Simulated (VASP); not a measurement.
# CoO (Fm-3m) in VASP: a series of runs, part 2 of 2

VASP 6.6.1. The steps go on from the part before.

### 5 Single point, PBE, collinear spin, ferromagnetic start

INCAR

```
ALGO = Normal ; EDIFF = 1E-6
ENCUT = 520 ; GGA = PE
ISIF = 2 ; ISMEAR = -1
ISPIN = 2 ; LASPH = True
LCHARG = False ; LMAXMIX = 4
LORBIT = 11 ; LREAL = False
LWAVE = False ; MAGMOM = 2.5 0
NBANDS = 18 ; NELM = 150
NUPDOWN = 2.5 ; PREC = Accurate
SIGMA = 0.05
```

KPOINTS

```
k-points
0
Gamma
  9 9 9
```

POSCAR

```
CoO
1.0
    0.0000000000      2.1315000000      2.1315000000
    2.1315000000      0.0000000000      2.1315000000
    2.1315000000      2.1315000000      0.0000000000
Co O
1 1
Direct
    0.0000000000      0.0000000000      0.0000000000
    0.5000000000      0.5000000000      0.5000000000
```

Potentials or basis: VASP PAW PBE potentials, release 64 (Co, O).

Run with:

```bash
$ cat potpaw_PBE.64/Co/POTCAR potpaw_PBE.64/O/POTCAR > POTCAR
$ mpirun -np 1 vasp_std > vasp.out
```

OUTCAR:

```text
EDIFF = 1E-6
   ENCUT = 520
   GGA = PE
   ISIF = 2
   ISMEAR = -1
   ISPIN = 2
   LASPH = True
   LORBIT = 11
   LREAL = False
   NELM = 150
   NUPDOWN = 2.5
   PREC = Accurate

 ion  position               nearest neighbor table
   1  0.000  0.000  0.000-   2 2.13   2 2.13   2 2.13   2 2.13   2 2.13   2 2.13
   2  0.500  0.500  0.500-   1 2.13   1 2.13   1 2.13   1 2.13   1 2.13   1 2.13

  LATTYP: Found a face centered cubic cell.
 ALAT       =     4.2630000000

  Lattice vectors:

 A1 = (   0.0000000000,   2.1315000000,   2.1315000000)
 A2 = (   2.1315000000,   0.0000000000,   2.1315000000)
 A3 = (   2.1315000000,   2.1315000000,   0.0000000000)

Analysis of symmetry for initial positions (statically):
[... 25 lines left out ...]
The dynamic configuration has the point symmetry O_h .

Analysis of structural, dynamic, and magnetic symmetry:
=====================================================================
 Subroutine PRICEL returns:
[... 7 lines left out ...]
 out of a pool of 48 trial point group operations.

The overall configuration has the point symmetry O_h .

 Subroutine INISYM returns: Found 48 space group operations
[... 5 lines left out ...]
                                     Primitive cell

  volume of cell :      19.3681

  direct lattice vectors                    reciprocal lattice vectors
     0.000000000  2.131500000  2.131500000    -0.234576589  0.234576589  0.234576589
     2.131500000  0.000000000  2.131500000     0.234576589 -0.234576589  0.234576589
     2.131500000  2.131500000  0.000000000     0.234576589  0.234576589 -0.234576589

  length of vectors
     3.014396208  3.014396208  3.014396208     0.406298571  0.406298571  0.406298571

  position of ions in fractional coordinates (direct lattice)
     0.000000000  0.000000000  0.000000000
     0.500000000  0.500000000  0.500000000

  ion indices of the primitive-cell ions
   primitive index   ion index
                 1           1
                 2           2

----------------------------------------------------------------------------------------

 KPOINTS: k-points

Automatic generation of k-mesh.
[... 100 lines left out ...]
 maximum number of plane-waves:       534
   NGX = 11   NGY = 11   NGZ = 11

 number of electron      15.0000007 magnetization       2.5000001

 Free energy of the ion-electron system (eV)
  ---------------------------------------------------
  ext. energy  EPLUGINS =         0.00000000
  ---------------------------------------------------
  free energy    TOTEN  =       -13.03485608 eV

  energy without entropy =      -12.99134549  energy(sigma->0) =      -13.01310079

 E-fermi :   7.8914     XC(G=0): -12.3971

 val. band max:        7.8845079667   @ k =   0.4444   0.2222   0.1111
 cond. band min:       7.6603702769   @ k =  -0.4444   0.2222   0.1111
 fundamental gap:     -0.2241376898
 Fermi energy:         7.6553678647

 spin component 1

 k-point     1 :       0.0000    0.0000    0.0000
  band No.  band energies     occupation
      1     -12.3447      1.00000
      2       4.7087      1.00000
      3       4.7087      1.00000
      4       4.7087      1.00000
      5       4.8655      1.00000
      6       4.8656      1.00000
[... 493 lines left out ...]
     17      39.2439      0.00000
     18      39.2439      0.00000

 [... further k-points ...]

 spin component 2

 k-point     1 :       0.0000    0.0000    0.0000
  band No.  band energies     occupation
      1     -12.0144      1.00000
      2       5.0686      1.00000
      3       5.0686      1.00000
      4       5.0686      1.00000
      5       6.7695      1.00000
      6       6.7696      1.00000
[... 493 lines left out ...]
     17      39.3308      0.00000
     18      39.3308      0.00000

 [... further k-points ...]
[... 5 lines left out ...]
  --------------------------------------------------------------------------------------
  -------------------------------------------------------------------------------------
  Total       -0.7054886     -0.7054886     -0.7054886      0.0000000      0.0000000     -0.0000000
  in kB      -58.3599050    -58.3599050    -58.3599050      0.0000000      0.0000000     -0.0000000
  external PRESSURE =     -58.3599050 kB  Pullay stress =       0.0000000 kB

 VOLUME and BASIS-vectors are now :
 -----------------------------------------------------------------------------
  energy-cutoff  :      520.00
  volume of cell :       19.37
      direct lattice vectors                 reciprocal lattice vectors
     0.000000000  2.131500000  2.131500000    -0.234576589  0.234576589  0.234576589
     2.131500000  0.000000000  2.131500000     0.234576589 -0.234576589  0.234576589
     2.131500000  2.131500000  0.000000000     0.234576589  0.234576589 -0.234576589

 POSITION                                       TOTAL-FORCE (eV/Angst)
 -----------------------------------------------------------------------------------
      0.00000      0.00000      0.00000        -0.000000      0.000000      0.000000
      2.13150      2.13150      2.13150         0.000000     -0.000000      0.000000
 -----------------------------------------------------------------------------------
    total drift:                                0.000000     -0.000000     -0.000000

  FREE ENERGIE OF THE ION-ELECTRON SYSTEM (eV)
  ---------------------------------------------------
  free  energy   TOTEN  =       -13.0348560844 eV

  energy  without entropy=      -12.9913454897  energy(sigma->0) =      -13.01310079

 total charge

# of ion       s       p       d       tot
------------------------------------------
    1        0.289   0.348   7.178   7.816
    2        1.559   3.405   0.000   4.964
--------------------------------------------------
tot          1.848   3.753   7.178  12.779

 magnetization (x)

# of ion       s       p       d       tot
------------------------------------------
    1        0.021   0.017   2.237   2.275
    2        0.026   0.159   0.000   0.185
--------------------------------------------------
tot          0.047   0.176   2.237   2.460
```

OSZICAR:

```text
N       E                     dE             d eps       ncg     rms          rms(c)
DAV:   1     0.790229683974E+02    0.79023E+02   -0.66888E+03  2616   0.970E+02
DAV:   2    -0.106987062022E+02   -0.89722E+02   -0.79502E+02  2668   0.225E+02
DAV:   3    -0.154637092990E+02   -0.47650E+01   -0.46005E+01  2980   0.543E+01
DAV:   4    -0.155140719679E+02   -0.50363E-01   -0.50320E-01  3080   0.537E+00
DAV:   5    -0.155151671508E+02   -0.10952E-02   -0.10951E-02  3102   0.790E-01    0.139E+01
DAV:   6    -0.143285184608E+02    0.11866E+01   -0.16193E+01  3194   0.582E+01    0.176E+01
DAV:   7    -0.130659857908E+02    0.12625E+01   -0.70949E+00  3046   0.445E+01    0.709E+00
DAV:   8    -0.130530766307E+02    0.12909E-01   -0.22451E-01  3146   0.529E+00    0.381E+00
DAV:   9    -0.130374097616E+02    0.15667E-01   -0.63806E-02  3758   0.491E+00    0.933E-01
DAV:  10    -0.130351614175E+02    0.22483E-02   -0.15770E-02  3592   0.234E+00    0.203E-01
DAV:  11    -0.130348513414E+02    0.31008E-03   -0.33990E-03  3672   0.843E-01    0.845E-02
DAV:  12    -0.130348427550E+02    0.85864E-05   -0.33948E-04  3496   0.204E-01    0.380E-02
DAV:  13    -0.130348573155E+02   -0.14560E-04   -0.54006E-05  3284   0.661E-02    0.212E-02
DAV:  14    -0.130348560982E+02    0.12172E-05   -0.45468E-06  3100   0.270E-02    0.868E-03
DAV:  15    -0.130348560844E+02    0.13800E-07   -0.15821E-06  2376   0.123E-02
   1 F= -.13034856E+02 E0= -.13013101E+02  d E =-.435106E-01  mag=     2.5000
```

stdout:

```text
POSCAR found type information on POSCAR CoO
 POSCAR found :  2 types and       2 ions
 scaLAPACK will be used
 LDA part: xc-table for (Slater+PW92), standard interpolation
 POSCAR, INCAR and KPOINTS ok, starting setup
 FFT: planning ... GRIDC
 FFT: planning ... GRID_SOFT
 FFT: planning ... GRID
 WAVECAR not read
 entering main loop
```

Run time: 68 s. Hardware: 1 thread of AMD EPYC 7R13, shared host; peak memory 0.13 GiB.

What came out:

- Free energy: -13.0349 eV
- Pressure: -5.8 GPa
- Net moment: 2.50 μB per cell
- Site moments: Co +2.27; O +0.18 μB
- Valence electrons inside the program's atomic spheres: Co 7.82; O 4.96

Caveat: the total moment is fixed, so each spin has its own Fermi level; a cell with one magnetic atom can't hold antiferromagnetic order, which such compounds often take.

### 6 Summary

```tsv
fixed moment (μB)	pressure (GPa)	moment (μB)
1.0	-15.6	1.00
1.5	-13.0	1.50
2.0	-9.5	2.00
2.5	-5.8	2.50
```

Alike in all rows: task single point; level PBE; potentials or basis VASP PAW PBE potentials, release 64 (Co, O); spin collinear, ferromagnetic start; cell as given; k mesh 9 × 9 × 9; cutoff (eV) 520; smearing fermi-dirac 0.05 eV.

Caveats: the total moment is fixed, so each spin has its own Fermi level; a cell with one magnetic atom can't hold antiferromagnetic order, which such compounds often take.

Total energies depend on the potentials used, so only differences within one code and one set of settings carry meaning.
